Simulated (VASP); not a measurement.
Write the native input for VASP 6.6.1 that does the following.

- Task: single point
- Functional: PBEsol
- Potentials or basis: VASP PAW PBE potentials, release 64 (V_sv)
- Cutoff: 520 eV
- k mesh: 12 × 12 × 6
- Occupations: fermi-dirac, width 0.05 eV
- Spin: collinear spin, ferromagnetic start
- Starting moments: [2.0, 2.0] μB
- Dipole correction: no
- Further INCAR settings: ALGO = Fast; EDIFF = 1e-06; NBANDS = 24

The structure of V lies in POSCAR:

```
V
1.0
    2.5690966245      0.0000000000      0.0000000000
   -1.2845483122      2.2249029415      0.0000000000
    0.0000000000      0.0000000000      4.6594993097
V
2
Direct
    0.3333333333      0.6666666667      0.2500000000
    0.6666666667      0.3333333333      0.7500000000
```

This isn't the form of V at room conditions, which is bcc.

These files were run (other wordings do the same):

INCAR

```
PREC     = Accurate       # precision mode
ENCUT    = 520            # plane-wave cutoff, eV
EDIFF    = 1E-6           # SCF threshold, eV
ISMEAR   = -1             # smearing method
SIGMA    = 0.05           # smearing width, eV
LREAL    = F              # projectors in reciprocal space
LASPH    = T              # aspherical terms in the spheres
NELM     = 150            # most SCF steps
ALGO     = Fast           # electronic algorithm
ISIF     = 2              # what is computed and relaxed
LWAVE    = F              # write WAVECAR
LCHARG   = T              # write CHGCAR
ISPIN    = 2              # spin polarisation
MAGMOM   = 2 2            # initial moments
LORBIT   = 11             # projections on sites
LMAXMIX  = 4              # l up to which the mixer works
GGA      = PS             # functional
LELF     = T              # ELF
LVHAR    = T            
NBANDS   = 24             # bands
```

KPOINTS

```
regular mesh
0
Gamma
  12 12 6
```

Potentials or basis: VASP PAW PBE potentials, release 64 (V_sv).

The run is started by

```sh
$ cat potpaw_PBE.64/V_sv/POTCAR > POTCAR
$ mpirun -np 1 vasp_std > vasp.out
```

Results of the run:

The pressure is 0.1 GPa, the band gap on the k mesh is zero (filled and empty bands overlap) and the net moment is 0.00 μB per cell. The valence electrons inside the program's atomic spheres are V 11.70.

Caveat: the PAW data sets were made with another functional, which shifts forces and pressure a little.

Run time: 2.6 min on 1 thread of Intel Xeon 8259CL, on a shared host, peak memory 0.19 GiB.
